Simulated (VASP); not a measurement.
Write the native input for VASP 6.6.1 that does the following.

```yaml
Task: relaxation of cell and atoms
Functional: PBE
Potentials_or_basis: VASP PAW PBE potentials, release 64 (Hf_pv, H)
Cutoff: 600 eV
k_mesh: 6 × 6 × 6
Occupations: gaussian, width 0.1 eV
Spin: no spin polarisation
Dipole_correction: no
Further_INCAR_settings: ALGO = Normal; EDIFF = 1e-07; IBRION = 2; EDIFFG = -0.04; NSW = 90; ISIF = 3
```

The structure of HfH5 lies in POSCAR:

```
HfH5
1.0
    4.4361424600      0.0000000000      0.0000000000
   -2.2180712300      3.8418120700      0.0000000000
    0.0000000000      0.0000000000      3.5415104700
Hf H
1 5
Direct
    0.0000000000      0.0000000000      0.0000000000
    0.0000000000      0.5000000000      0.5000000000
    0.3333333300      0.6666666700      0.0000000000
    0.6666666700      0.3333333300      0.0000000000
    0.5000000000      0.0000000000      0.5000000000
    0.5000000000      0.5000000000      0.5000000000
```

The cell was built from a structure type or drawn by symmetry, and may not be a known phase.

The input as run:

INCAR

```
PREC     = Accurate       # precision mode
ENCUT    = 600            # plane-wave cutoff, eV
EDIFF    = 1E-7           # SCF threshold, eV
ISMEAR   = 0              # smearing method
SIGMA    = 0.1            # smearing width, eV
LREAL    = F              # projectors in reciprocal space
LASPH    = T              # aspherical terms in the spheres
NELM     = 100            # most SCF steps
ALGO     = Normal         # electronic algorithm
ISIF     = 3              # what is computed and relaxed
LWAVE    = F              # write WAVECAR
LCHARG   = F              # write CHGCAR
GGA      = PE             # functional
IBRION   = 2              # ionic algorithm
NSW      = 90             # ionic steps
EDIFFG   = -0.04          # ionic threshold
```

KPOINTS

```
Automatic mesh
0
Gamma
  6 6 6
```

Potentials or basis: VASP PAW PBE potentials, release 64 (Hf_pv, H).

Run with:

```bash
$ cat potpaw_PBE.64/Hf_pv/POTCAR potpaw_PBE.64/H/POTCAR > POTCAR
$ mpirun -np 1 vasp_std > vasp.out
```

It gave:

```
Relaxed volume                        : 5.65 Å³/atom
Relaxed cell                          : a = 3.530 Å, b = 3.530 Å, c = 3.140 Å, α = 90.00°, β = 90.00°, γ = 120.00°
Space group after relaxing (to 0.1 Å) : P6/mmm (No. 191)
Energy gained by relaxing             : 657.9 meV/atom
Ionic steps                           : 9
Pressure after relaxing               : -0.5 GPa
Band gap on the k mesh                : zero (an odd number of electrons rules out a gap without spin polarisation)
```

Caveat: the volume moved by over 15 % at a fixed basis, so the end points are rough; spin-orbit coupling is left out, which moves the levels of the heavy elements.

Run time: 2.7 min on 1 thread of Intel(R) Xeon(R) Platinum 8259CL CPU @ 2.50GHz (Skylake/Cascade Lake), on a shared host, peak memory 0.21 GiB.
